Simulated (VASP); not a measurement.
# CrC2 (P3m1) in VASP: single point with PBEsol

Aim: the single point of CrC2 with PBEsol.

Program: VASP 6.6.1. These are calculated values, not measurements. Logs are shortened: lines on timing, memory, paths and dates and some standing lists are left out, and cuts for length are marked.

## (1) The cell of the first run

The structure is trigonal, space group P3m1 (No. 156). The conventional cell has a = 2.557 Å, b = 2.557 Å, c = 4.064 Å, α = 90.00°, β = 90.00°, γ = 120.00°. Within 3.2 Å of Cr (site symmetry 3m) lie 12 C at 2.45 to 2.58 Å and 6 Cr at 2.56 Å. C (site symmetry 3m) has 3 C at 1.48 Å within 2.0 Å. Within 2.0 Å of C (site symmetry 3m) lie 3 C at 1.48 Å.

## (2) Single point, PBEsol, collinear spin, ferromagnetic start (atom 3 (C) moved 0.08 Å along z)

File INCAR:

```
SYSTEM = CrC2
  PREC = Accurate
  ENCUT = 520
  EDIFF = 1E-7
  ISMEAR = 0
  SIGMA = 0.05
  LREAL = .FALSE.
  LASPH = .TRUE.
  NELM = 150
  ALGO = Normal
  ISIF = 2
  LWAVE = .FALSE.
  LCHARG = .FALSE.
  ISPIN = 2
  MAGMOM = 2.06 0 0
  LORBIT = 11
  LMAXMIX = 4
  GGA = PS
  NBANDS = 21
```

File KPOINTS:

```
regular mesh
0
G
  12 12 10
  0 0 0
```

File POSCAR:

```
CrC2
1.0
    2.5571722985      0.0000000000      0.0000000000
   -1.2785861492      2.2145761723      0.0000000000
    0.0000000000      0.0000000000      4.0644823570
Cr C
1 2
Direct
    0.0000000000      0.0000000000      0.0000000000
    0.3333333333      0.6666666667      0.5000000000
    0.6666666667      0.3333333333      0.5196827032
```

Potentials or basis: VASP PAW PBE potentials, release 64 (Cr_pv, C).

Launch:

```
cat potpaw_PBE.64/Cr_pv/POTCAR potpaw_PBE.64/C/POTCAR > POTCAR
mpirun -np 1 vasp_std > vasp.out
```

OUTCAR:

```text
SYSTEM = CrC2
   PREC = Accurate
   ENCUT = 520
   EDIFF = 1E-7
   ISMEAR = 0
   LREAL = .FALSE.
   LASPH = .TRUE.
   NELM = 150
   ISIF = 2
   ISPIN = 2
   LORBIT = 11
   GGA = PS

 ion  position               nearest neighbor table
   1  0.000  0.000  0.000-   3 2.45   3 2.45   3 2.45   2 2.51   2 2.51   2 2.51   2 2.51   2 2.51
                             2 2.51   3 2.58   3 2.58   3 2.58
   2  0.333  0.667  0.500-   3 1.48   3 1.48   3 1.48   1 2.51   1 2.51   1 2.51   1 2.51   1 2.51
                             1 2.51
   3  0.667  0.333  0.520-   2 1.48   2 1.48   2 1.48   1 2.45   1 2.45   1 2.45   1 2.58   1 2.58
                             1 2.58

  LATTYP: Found a hexagonal cell.
 ALAT       =     2.5571722985
 C/A-ratio  =     1.5894440744

  Lattice vectors:

 A1 = (   2.5571722985,   0.0000000000,   0.0000000000)
 A2 = (  -1.2785861492,   2.2145761723,   0.0000000000)
 A3 = (   0.0000000000,   0.0000000000,   4.0644823570)

Analysis of symmetry for initial positions (statically):
=====================================================================
 Subroutine PRICEL returns:
 Original cell was already a primitive cell.

 Routine SETGRP: Setting up the symmetry group for a
 hexagonal supercell.

 Subroutine GETGRP returns: Found  6 space group operations
 (whereof  6 operations were pure point group operations)
 out of a pool of 24 trial point group operations.

The static configuration has the point symmetry C_3v.

Analysis of symmetry for dynamics (positions and initial velocities):
=====================================================================
 Subroutine PRICEL returns:
 Original cell was already a primitive cell.

 Routine SETGRP: Setting up the symmetry group for a
 hexagonal supercell.

 Subroutine GETGRP returns: Found  6 space group operations
 (whereof  6 operations were pure point group operations)
 out of a pool of 24 trial point group operations.

The dynamic configuration has the point symmetry C_3v.

Analysis of structural, dynamic, and magnetic symmetry:
=====================================================================
 Subroutine PRICEL returns:
 Original cell was already a primitive cell.

 Routine SETGRP: Setting up the symmetry group for a
 hexagonal supercell.

 Subroutine GETGRP returns: Found  6 space group operations
 (whereof  6 operations were pure point group operations)
 out of a pool of 24 trial point group operations.

The overall configuration has the point symmetry C_3v.

 Subroutine INISYM returns: Found  6 space group operations
 (whereof  6 operations are pure point group operations),
 and found     1 'primitive' translations

----------------------------------------------------------------------------------------

                                     Primitive cell

  volume of cell :      23.0174

  direct lattice vectors                    reciprocal lattice vectors
     2.557172298  0.000000000  0.000000000     0.391056950  0.225776835  0.000000000
    -1.278586149  2.214576172  0.000000000     0.000000000  0.451553671  0.000000000
     0.000000000  0.000000000  4.064482357     0.000000000  0.000000000  0.246033790

  length of vectors
     2.557172298  2.557172298  4.064482357     0.451553671  0.451553671  0.246033790

  position of ions in fractional coordinates (direct lattice)
     0.000000000  0.000000000  0.000000000
     0.333333333  0.666666667  0.500000000
     0.666666667  0.333333333  0.519682703

  ion indices of the primitive-cell ions
   primitive index   ion index
                 1           1
                 2           2
                 3           3

----------------------------------------------------------------------------------------

 KPOINTS: regular mesh

Automatic generation of k-mesh.
 Grid dimensions read from file:
 generate k-points for:   12   12   10

 Generating k-lattice:

  Cartesian coordinates                     Fractional coordinates (reciprocal lattice)
     0.032588079  0.018814736  0.000000000     0.083333333  0.000000000  0.000000000
     0.000000000  0.037629473  0.000000000     0.000000000  0.083333333  0.000000000
     0.000000000  0.000000000  0.024603379     0.000000000  0.000000000  0.100000000

  Length of vectors
     0.037629473  0.037629473  0.024603379

  Shift w.r.t. Gamma in fractional coordinates (k-lattice)
     0.000000000  0.000000000  0.000000000

 Subroutine IBZKPT returns following result:
 ===========================================

 Found    162 irreducible k-points:

 Following reciprocal coordinates:
            Coordinates               Weight
  0.000000  0.000000  0.000000      1.000000
  0.083333 -0.000000  0.000000      6.000000
  0.166667 -0.000000  0.000000      6.000000
  0.250000 -0.000000  0.000000      6.000000
  0.333333  0.000000  0.000000      6.000000
  0.416667 -0.000000  0.000000      6.000000
[... 16 lines left out ...]
  0.166667 -0.000000  0.100000      6.000000
  0.000000  0.166667  0.100000      6.000000
 [... further k-points ...]
   k-points           NKPTS =    162   k-points in BZ     NKDIM =    162   number of bands    NBANDS=     21
   number of dos      NEDOS =    301   number of ions     NIONS =      3
   total plane-waves  NPLWV =  12000
   dimension x,y,z NGX =    20 NGY =   20 NGZ =   30
   dimension x,y,z NGXF=    40 NGYF=   40 NGZF=   60
   ions per type =               1   2
   NGX,Y,Z   is equivalent  to a cutoff of  13.00, 13.00, 12.27 a.u.
   NGXF,Y,Z  is equivalent  to a cutoff of  26.00, 26.00, 24.54 a.u.
 SYSTEM =  CrC2
   PREC   = accura    normal or accurate (medium, high low for compatibility)
   ISTART =      0    job   : 0-new  1-cont  2-samecut
   ICHARG =      2    charge: 1-file 2-atom 10-const
   ISPIN  =      2    spin polarized calculation?
   LNONCOLLINEAR =      F non collinear calculations
   LSORBIT =      F    spin-orbit coupling
   LASPH  =      T    aspherical Exc in radial PAW
   ENCUT  =  520.0 eV  38.22 Ry    6.18 a.u.   4.75  4.75  7.56*2*pi/ulx,y,z
   NELM   =    150;   NELMIN=  2; NELMDL= -5     # of ELM steps
   EDIFF  = 0.1E-06   stopping-criterion for ELM
   LREAL  =      F    real-space projection
   EDIFFG = 0.1E-05   stopping-criterion for IOM
   NSW    =      0    number of steps for IOM
   IBRION =     -1    ionic relax: 0-MD 1-quasi-New 2-CG
   NFREE  =      0    steps in history (QN), initial steepest desc. (CG)
   ISIF   =      2    stress and relaxation
   ISYM   =      2    0-nonsym 1-usesym 2-fastsym
   POTIM  = 0.5000    time-step for ionic-motion
   TEBEG  =    0.0;   TEEND  =   0.0 temperature during run
   PSTRESS=    0.0 pullay stress
   NELECT =      20.0000    total number of electrons
   NUPDOWN=      -1.0000    fix difference up-down
   EMIN   =  10.00;   EMAX   =-10.00  energy-range for DOS
   EFERMI =   0.00;   METHOD = LEGACY
   ISMEAR =     0;   SIGMA  =   0.05  broadening in eV -4-tet -1-fermi 0-gaus
   EFERMI_NEDOS =   21; number of points for ismear=-14 and -15
   IALGO  =     38    algorithm
   IMIX   =      4    mixing-type and parameters
     AMIX     =   0.40;   BMIX     =  1.00
     AMIX_MAG =   1.60;   BMIX_MAG =  1.00
  volume/ion in A,a.u.               =       7.67        51.78
  Fermi-wavevector in a.u.,A,eV,Ry     =   1.562186  2.952104 33.204020  2.440427
  Thomas-Fermi vector in A             =   2.665142
   LORBIT       =     11    0 simple, 1 ext, 2 COOP (PROOUT), +10 PAW based schemes
   GGA     = PS    functional components
   LHFCALC =     F    Hartree Fock is set to
   AEXX    =    0.0000 exact exchange contribution
   IVDW    =     0    specifies the selected vdW correction
   LEPSILON=     F    determine dielectric tensor
   LRPA    =     F    only Hartree local field effects (RPA)
 spin polarized calculation
 Gauss-broadening in eV      SIGMA  =   0.05
  energy-cutoff  :      520.00
  volume of cell :       23.02
 maximum number of plane-waves:       640
   NGX =  9   NGY =  9   NGZ = 15

 number of electron      20.0000001 magnetization       0.0205272

 number of electron      20.0000001 magnetization      -0.0067927

 Free energy of the ion-electron system (eV)
  ---------------------------------------------------
  ext. energy  EPLUGINS =         0.00000000
  ---------------------------------------------------
  free energy    TOTEN  =       -26.80798919 eV

  energy without entropy =      -26.80518003  energy(sigma->0) =      -26.80658461

 E-fermi :  11.8370     XC(G=0): -13.6251

 val. band max:       11.8331642833   @ k =   0.0833   0.0833   0.5000
 cond. band min:      11.8507333789   @ k =   0.1667  -0.0000   0.2000
 fundamental gap:      0.0175690956
 Fermi energy:        11.8370143961

 spin component 1

 k-point     1 :       0.0000    0.0000    0.0000
  band No.  band energies     occupation
      1     -31.3513      1.00000
      2     -30.7595      1.00000
      3     -30.7595      1.00000
      4      -9.9319      1.00000
      5       1.6464      1.00000
      6       6.1765      1.00000
[... 550 lines left out ...]
      5       2.0001      1.00000
      6       3.8819      1.00000
[... 13 lines left out ...]
     20      30.8666      0.00000
     21      31.5881      0.00000

 [... further k-points ...]

 spin component 2

 k-point     1 :       0.0000    0.0000    0.0000
  band No.  band energies     occupation
      1     -31.3587      1.00000
      2     -30.7663      1.00000
      3     -30.7663      1.00000
      4      -9.9319      1.00000
      5       1.6464      1.00000
      6       6.1764      1.00000
[... 550 lines left out ...]
      5       2.0000      1.00000
      6       3.8819      1.00000
[... 13 lines left out ...]
     20      30.8651      0.00000
     21      31.5868      0.00000

 [... further k-points ...]

------------------------ aborting loop because EDIFF is reached ----------------------------------------

  FORCE on cell =-STRESS in cart. coord.  units (eV):
  Direction    XX          YY          ZZ          XY          YZ          ZX
  --------------------------------------------------------------------------------------
  -------------------------------------------------------------------------------------
  Total       -2.8408477     -2.8408477      1.7403763     -0.0000000     -0.0000000      0.0000000
  in kB     -197.7437093   -197.7437093    121.1428749     -0.0000000     -0.0000000      0.0000000
  external PRESSURE =     -91.4481812 kB  Pullay stress =       0.0000000 kB

 VOLUME and BASIS-vectors are now :
 -----------------------------------------------------------------------------
  energy-cutoff  :      520.00
  volume of cell :       23.02
      direct lattice vectors                 reciprocal lattice vectors
     2.557172298  0.000000000  0.000000000     0.391056950  0.225776835  0.000000000
    -1.278586149  2.214576172  0.000000000     0.000000000  0.451553671  0.000000000
     0.000000000  0.000000000  4.064482357     0.000000000  0.000000000  0.246033790

 POSITION                                       TOTAL-FORCE (eV/Angst)
 -----------------------------------------------------------------------------------
      0.00000      0.00000      0.00000         0.000000      0.000000      0.032651
     -0.00000      1.47638      2.03224         0.000000      0.000000     -0.587762
      1.27859      0.73819      2.11224         0.000000      0.000000      0.555111
 -----------------------------------------------------------------------------------
    total drift:                               -0.000000      0.000000     -0.000029

  FREE ENERGIE OF THE ION-ELECTRON SYSTEM (eV)
  ---------------------------------------------------
  free  energy   TOTEN  =       -26.8079891882 eV

  energy  without entropy=      -26.8051800310  energy(sigma->0) =      -26.80658461

 total charge

# of ion       s       p       d       tot
------------------------------------------
    1        0.299   6.269   4.398  10.966
    2        0.823   1.709   0.000   2.532
    3        0.822   1.712   0.000   2.534
--------------------------------------------------
tot          1.945   9.690   4.398  16.033

 magnetization (x)

# of ion       s       p       d       tot
------------------------------------------
    1       -0.000  -0.000  -0.007  -0.007
    2       -0.000   0.000   0.000   0.000
    3       -0.000   0.000   0.000   0.000
--------------------------------------------------
tot         -0.000   0.000  -0.007  -0.007
```

Wall time 8.3 min (1 thread of Intel Xeon Platinum 8259CL at 2.50GHz (Skylake/Cascade Lake), shared host); peak memory 0.24 GiB.

What came out:

| Item | Value |
| --- | --- |
| Free energy | -26.8080 eV |
| Pressure | -9.1 GPa |
| Largest force | 0.588 eV/Å |
| Band gap on the k mesh | zero (filled and empty bands overlap) |
| Net moment | -0.01 μB per cell |
| Valence electrons inside the program's atomic spheres | Cr 10.97; C 2.53 |

Forces on the atoms (eV/Å):
```
Cr   0.000  0.000  0.033
C    0.000  0.000 -0.588
C    0.000  0.000  0.555
```

Caveat: the cell differs from its parent crystal (atom 3 (C) moved 0.08 Å along z); the stress differs along the axes, from -20 to 12 GPa; the moments typed at the start vanished in this run; the PAW data sets were made with another functional, which shifts forces and pressure a little.
